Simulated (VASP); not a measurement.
# InSb3 (P4/mmm) in VASP: notebook

The runs below take InSb3 through single point, with PBEsol.

All numbers are computed with VASP 6.6.1; they aren't measurements. Logs are shortened: lines on timing, memory, paths and dates and some standing lists are left out, and cuts for length are marked.

### Step 1. The cell of the first run

The structure is tetragonal, space group P4/mmm (No. 123). The conventional cell has a = 4.566 Å, b = 4.566 Å, c = 5.477 Å, α = 90.00°, β = 90.00°, γ = 90.00°. Within 4.2 Å of In (site symmetry 4/mmm) lie 12 Sb at 3.23 to 3.57 Å. Within 4.2 Å of Sb (site symmetry mmm) lie 8 Sb at 3.23 to 3.57 Å and 4 In at 3.57 Å. Within 4.2 Å of Sb (site symmetry 4/mmm) lie 4 In at 3.23 Å and 8 Sb at 3.57 Å.

### Step 2. Single point, PBEsol (volume 28.545 Å^3 an atom, c/a of the conventional cell 1.1996)

The input, INCAR:

```
ALGO = Normal ; EDIFF = 1E-7
ENCUT = 520 ; GGA = PS
ISIF = 2 ; ISMEAR = 0
LASPH = T ; LCHARG = F
LREAL = F ; LWAVE = F
NBANDS = 22 ; NELM = 60
PREC = Accurate ; SIGMA = 0.15
```

The input, KPOINTS:

```
k-points
0
Gamma
  10 10 10
```

The input, POSCAR:

```
InSb3
1.0
    4.5658102689      0.0000000000      0.0000000000
    0.0000000000      4.5658102689      0.0000000000
    0.0000000000      0.0000000000      5.4771459985
In Sb
1 3
Direct
    0.0000000000      0.0000000000      0.0000000000
    0.5000000000      0.0000000000      0.5000000000
    0.0000000000      0.5000000000      0.5000000000
    0.5000000000      0.5000000000      0.0000000000
```

Potentials or basis: VASP PAW PBE potentials, release 64 (In_d, Sb).

Launch:

```sh
> cat potpaw_PBE.64/In_d/POTCAR potpaw_PBE.64/Sb/POTCAR > POTCAR
> mpirun -np 1 vasp_std > vasp.out
```

OUTCAR:

```text
EDIFF = 1E-7
   ENCUT = 520
   GGA = PS
   ISIF = 2
   ISMEAR = 0
   LASPH = T
   LREAL = F
   NELM = 60
   PREC = Accurate

 ion  position               nearest neighbor table
   1  0.000  0.000  0.000-   4 3.23   4 3.23   4 3.23   4 3.23   3 3.57   3 3.57   3 3.57   3 3.57
                             2 3.57   2 3.57   2 3.57   2 3.57
   2  0.500  0.000  0.500-   3 3.23   3 3.23   3 3.23   3 3.23   4 3.57   1 3.57   4 3.57   4 3.57
                             1 3.57   4 3.57   1 3.57   1 3.57
   3  0.000  0.500  0.500-   2 3.23   2 3.23   2 3.23   2 3.23   4 3.57   1 3.57   1 3.57   1 3.57
                             4 3.57   4 3.57   4 3.57   1 3.57
   4  0.500  0.500  0.000-   1 3.23   1 3.23   1 3.23   1 3.23   3 3.57   2 3.57   2 3.57   2 3.57
                             3 3.57   3 3.57   3 3.57   2 3.57

  LATTYP: Found a simple tetragonal cell.
 ALAT       =     4.5658102689
 C/A-ratio  =     1.1996000000

  Lattice vectors:

 A1 = (   4.5658102689,   0.0000000000,   0.0000000000)
 A2 = (   0.0000000000,   4.5658102689,   0.0000000000)
 A3 = (   0.0000000000,   0.0000000000,   5.4771459985)

Analysis of symmetry for initial positions (statically):
=====================================================================
 Subroutine PRICEL returns:
 Original cell was already a primitive cell.

 Routine SETGRP: Setting up the symmetry group for a
 simple tetragonal supercell.

 Subroutine GETGRP returns: Found 16 space group operations
 (whereof 16 operations were pure point group operations)
 out of a pool of 16 trial point group operations.

The static configuration has the point symmetry D_4h.

Analysis of symmetry for dynamics (positions and initial velocities):
=====================================================================
 Subroutine PRICEL returns:
 Original cell was already a primitive cell.

 Routine SETGRP: Setting up the symmetry group for a
 simple tetragonal supercell.

 Subroutine GETGRP returns: Found 16 space group operations
 (whereof 16 operations were pure point group operations)
 out of a pool of 16 trial point group operations.

The dynamic configuration has the point symmetry D_4h.

 Subroutine INISYM returns: Found 16 space group operations
 (whereof 16 operations are pure point group operations),
 and found     1 'primitive' translations

----------------------------------------------------------------------------------------

                                     Primitive cell

  volume of cell :     114.1800

  direct lattice vectors                    reciprocal lattice vectors
     4.565810269  0.000000000  0.000000000     0.219019175  0.000000000  0.000000000
     0.000000000  4.565810269  0.000000000     0.000000000  0.219019175  0.000000000
     0.000000000  0.000000000  5.477145999     0.000000000  0.000000000  0.182576838

  length of vectors
     4.565810269  4.565810269  5.477145999     0.219019175  0.219019175  0.182576838

  position of ions in fractional coordinates (direct lattice)
     0.000000000  0.000000000  0.000000000
     0.500000000  0.000000000  0.500000000
     0.000000000  0.500000000  0.500000000
     0.500000000  0.500000000  0.000000000

  ion indices of the primitive-cell ions
   primitive index   ion index
                 1           1
                 2           2
                 3           3
                 4           4

----------------------------------------------------------------------------------------

 KPOINTS: k-points

Automatic generation of k-mesh.
 Grid dimensions read from file:
 generate k-points for:   10   10   10

 Generating k-lattice:

  Cartesian coordinates                     Fractional coordinates (reciprocal lattice)
     0.021901918  0.000000000  0.000000000     0.100000000  0.000000000  0.000000000
     0.000000000  0.021901918  0.000000000     0.000000000  0.100000000  0.000000000
     0.000000000  0.000000000  0.018257684     0.000000000  0.000000000  0.100000000

  Length of vectors
     0.021901918  0.021901918  0.018257684

  Shift w.r.t. Gamma in fractional coordinates (k-lattice)
     0.000000000  0.000000000  0.000000000

 Subroutine IBZKPT returns following result:
 ===========================================

 Found    126 irreducible k-points:

 Following reciprocal coordinates:
            Coordinates               Weight
  0.000000  0.000000  0.000000      1.000000
  0.100000  0.000000  0.000000      4.000000
  0.200000  0.000000  0.000000      4.000000
  0.300000  0.000000  0.000000      4.000000
  0.400000  0.000000  0.000000      4.000000
  0.500000  0.000000  0.000000      2.000000
[... 16 lines left out ...]
  0.100000  0.000000  0.100000      8.000000
  0.200000  0.000000  0.100000      8.000000
 [... further k-points ...]
   k-points           NKPTS =    126   k-points in BZ     NKDIM =    126   number of bands    NBANDS=     22
   number of dos      NEDOS =    301   number of ions     NIONS =      4
   total plane-waves  NPLWV =  54432
   dimension x,y,z NGX =    36 NGY =   36 NGZ =   42
   dimension x,y,z NGXF=    72 NGYF=   72 NGZF=   84
   ions per type =               1   3
   NGX,Y,Z   is equivalent  to a cutoff of  13.11, 13.11, 12.75 a.u.
   NGXF,Y,Z  is equivalent  to a cutoff of  26.22, 26.22, 25.50 a.u.
 SYSTEM =  unknown system
   PREC   = accura    normal or accurate (medium, high low for compatibility)
   ISTART =      0    job   : 0-new  1-cont  2-samecut
   ICHARG =      2    charge: 1-file 2-atom 10-const
   ISPIN  =      1    spin polarized calculation?
   LNONCOLLINEAR =      F non collinear calculations
   LSORBIT =      F    spin-orbit coupling
   LASPH  =      T    aspherical Exc in radial PAW
   ENCUT  =  520.0 eV  38.22 Ry    6.18 a.u.   8.49  8.49 10.18*2*pi/ulx,y,z
   NELM   =     60;   NELMIN=  2; NELMDL= -5     # of ELM steps
   EDIFF  = 0.1E-06   stopping-criterion for ELM
   LREAL  =      F    real-space projection
   EDIFFG = 0.1E-05   stopping-criterion for IOM
   NSW    =      0    number of steps for IOM
   IBRION =     -1    ionic relax: 0-MD 1-quasi-New 2-CG
   NFREE  =      0    steps in history (QN), initial steepest desc. (CG)
   ISIF   =      2    stress and relaxation
   ISYM   =      2    0-nonsym 1-usesym 2-fastsym
   POTIM  = 0.5000    time-step for ionic-motion
   TEBEG  =    0.0;   TEEND  =   0.0 temperature during run
   PSTRESS=    0.0 pullay stress
   NELECT =      28.0000    total number of electrons
   NUPDOWN=      -1.0000    fix difference up-down
   EMIN   =  10.00;   EMAX   =-10.00  energy-range for DOS
   EFERMI =   0.00;   METHOD = LEGACY
   ISMEAR =     0;   SIGMA  =   0.15  broadening in eV -4-tet -1-fermi 0-gaus
   EFERMI_NEDOS =   21; number of points for ismear=-14 and -15
   IALGO  =     38    algorithm
   IMIX   =      4    mixing-type and parameters
     AMIX     =   0.40;   BMIX     =  1.00
     AMIX_MAG =   1.60;   BMIX_MAG =  1.00
  volume/ion in A,a.u.               =      28.55       192.63
  Fermi-wavevector in a.u.,A,eV,Ry     =   1.024702  1.936406 14.286305  1.050014
  Thomas-Fermi vector in A             =   2.158503
   LORBIT       =      0    0 simple, 1 ext, 2 COOP (PROOUT), +10 PAW based schemes
   GGA     = PS    functional components
   LHFCALC =     F    Hartree Fock is set to
   AEXX    =    0.0000 exact exchange contribution
   IVDW    =     0    specifies the selected vdW correction
   LEPSILON=     F    determine dielectric tensor
   LRPA    =     F    only Hartree local field effects (RPA)
 non-spin polarized calculation
 Gauss-broadening in eV      SIGMA  =   0.15
  energy-cutoff  :      520.00
  volume of cell :      114.18
 maximum number of plane-waves:      3094
 NGX is ok and might be reduce to    36
   NGX = 17   NGY = 17   NGZ = 21

 number of electron      27.9999998 magnetization

 Free energy of the ion-electron system (eV)
  ---------------------------------------------------
  ext. energy  EPLUGINS =         0.00000000
  ---------------------------------------------------
  free energy    TOTEN  =       -15.95741875 eV

  energy without entropy =      -15.93355004  energy(sigma->0) =      -15.94548439

 E-fermi :   7.2375     XC(G=0): -10.0498

 val. band max:        7.2329475157   @ k =   0.4000   0.3000   0.2000
 cond. band min:       7.2560534917   @ k =   0.4000   0.4000   0.3000
 fundamental gap:      0.0231059760
 Fermi energy:         7.2374858197

 k-point     1 :       0.0000    0.0000    0.0000
  band No.  band energies     occupation
      1      -7.1049      2.00000
      2      -7.0603      2.00000
      3      -7.0603      2.00000
      4      -7.0578      2.00000
      5      -7.0578      2.00000
      6      -4.6787      2.00000
[... 14 lines left out ...]
     21      12.2541      0.00000
     22      12.2541      0.00000

 k-point     2 :       0.1000    0.0000    0.0000
  band No.  band energies     occupation
      1      -7.1032      2.00000
      2      -7.0616      2.00000
      3      -7.0603      2.00000
      4      -7.0597      2.00000
      5      -7.0561      2.00000
      6      -4.6107      2.00000
[... 14 lines left out ...]
     21      12.3104      0.00000
     22      12.6655      0.00000

 k-point     3 :       0.2000    0.0000    0.0000
  band No.  band energies     occupation
      1      -7.0990      2.00000
      2      -7.0649      2.00000
      3      -7.0648      2.00000
      4      -7.0602      2.00000
      5      -7.0517      2.00000
      6      -4.4081      2.00000
[... 14 lines left out ...]
     21      12.6055      0.00000
     22      12.6586      0.00000
[... 476 lines left out ...]
 k-point    23 :       0.1000    0.0000    0.1000
  band No.  band energies     occupation
      1      -7.1026      2.00000
      2      -7.0620      2.00000
      3      -7.0606      2.00000
      4      -7.0597      2.00000
      5      -7.0560      2.00000
      6      -4.5676      2.00000
[... 14 lines left out ...]
     21      12.5476      0.00000
     22      12.5815      0.00000

 k-point    24 :       0.2000    0.0000    0.1000
  band No.  band energies     occupation
      1      -7.0984      2.00000
      2      -7.0655      2.00000
      3      -7.0647      2.00000
      4      -7.0605      2.00000
      5      -7.0515      2.00000
      6      -4.3650      2.00000
[... 14 lines left out ...]
     21      12.4326      0.00000
     22      12.5640      0.00000

 [... further k-points ...]

------------------------ aborting loop because EDIFF is reached ----------------------------------------

  FORCE on cell =-STRESS in cart. coord.  units (eV):
  Direction    XX          YY          ZZ          XY          YZ          ZX
  --------------------------------------------------------------------------------------
  -------------------------------------------------------------------------------------
  Total       -2.5816816     -2.5816816     -2.7576447      0.0000000      0.0000000      0.0000000
  in kB      -36.2262364    -36.2262364    -38.6953569      0.0000000      0.0000000      0.0000000
  external PRESSURE =     -37.0492766 kB  Pullay stress =       0.0000000 kB

 VOLUME and BASIS-vectors are now :
 -----------------------------------------------------------------------------
  energy-cutoff  :      520.00
  volume of cell :      114.18
      direct lattice vectors                 reciprocal lattice vectors
     4.565810269  0.000000000  0.000000000     0.219019175  0.000000000  0.000000000
     0.000000000  4.565810269  0.000000000     0.000000000  0.219019175  0.000000000
     0.000000000  0.000000000  5.477145999     0.000000000  0.000000000  0.182576838

 POSITION                                       TOTAL-FORCE (eV/Angst)
 -----------------------------------------------------------------------------------
      0.00000      0.00000      0.00000         0.000000      0.000000      0.000000
      2.28291      0.00000      2.73857         0.000000      0.000000      0.000000
      0.00000      2.28291      2.73857         0.000000      0.000000      0.000000
      2.28291      2.28291      0.00000         0.000000      0.000000      0.000000
 -----------------------------------------------------------------------------------
    total drift:                                0.000000     -0.000000     -0.000000

  FREE ENERGIE OF THE ION-ELECTRON SYSTEM (eV)
  ---------------------------------------------------
  free  energy   TOTEN  =       -15.9574187512 eV

  energy  without entropy=      -15.9335500362  energy(sigma->0) =      -15.94548439
```

Wall time 3.3 min (1 thread of Intel Xeon Platinum 8259CL at 2.50GHz (Skylake/Cascade Lake), shared host); peak memory 0.43 GiB.

What came out:

| Quantity | Value |
| --- | --- |
| Free energy | -15.9574 eV |
| Pressure | -3.7 GPa |
| Band gap on the k mesh | zero (band 14 reaches 9.14 eV, above the bottom of band 15 at 5.85 eV) |

Stress tensor (GPa, compression positive):
```
-3.62  0.00  0.00
 0.00 -3.62  0.00
 0.00  0.00 -3.87
```

Levels at points of the mesh, in eV from the Fermi level:
| k point | band 10 | band 11 | band 12 | band 13 | band 14 | band 15 | band 16 | band 17 | band 18 | band 19 |
| --- | --- | --- | --- | --- | --- | --- | --- | --- | --- | --- |
| (0.00, 0.00, 0.00) | -3.60 | -3.60 | -3.18 | -0.12 | -0.12 | 0.72 | 1.83 | 2.76 | 2.76 | 4.04 |
| (0.50, 0.00, 0.00) | -3.15 | -2.44 | -1.91 | -1.29 | -0.81 | -0.63 | 1.41 | 2.30 | 2.51 | 2.66 |
| (0.50, 0.50, 0.00) | -3.57 | -2.58 | -2.58 | -1.88 | -1.48 | -1.28 | -1.28 | 0.66 | 4.87 | 4.97 |
| (0.00, 0.00, 0.50) | -2.79 | -2.79 | -1.76 | -1.76 | -0.54 | -0.16 | 0.31 | 1.46 | 3.23 | 3.23 |
| (0.50, 0.00, 0.50) | -1.68 | -1.02 | -0.90 | -0.88 | -0.77 | -0.52 | 0.37 | 1.66 | 2.04 | 2.31 |
| (0.50, 0.50, 0.50) | -4.94 | -4.57 | -4.57 | -4.56 | 1.90 | 2.25 | 2.25 | 4.67 | 4.96 | 5.00 |

Caveat: the PAW data sets were made with another functional, which shifts forces and pressure a little; spin-orbit coupling is left out, which moves the levels of the heavy elements.

(Continued in part 2 of 2.)
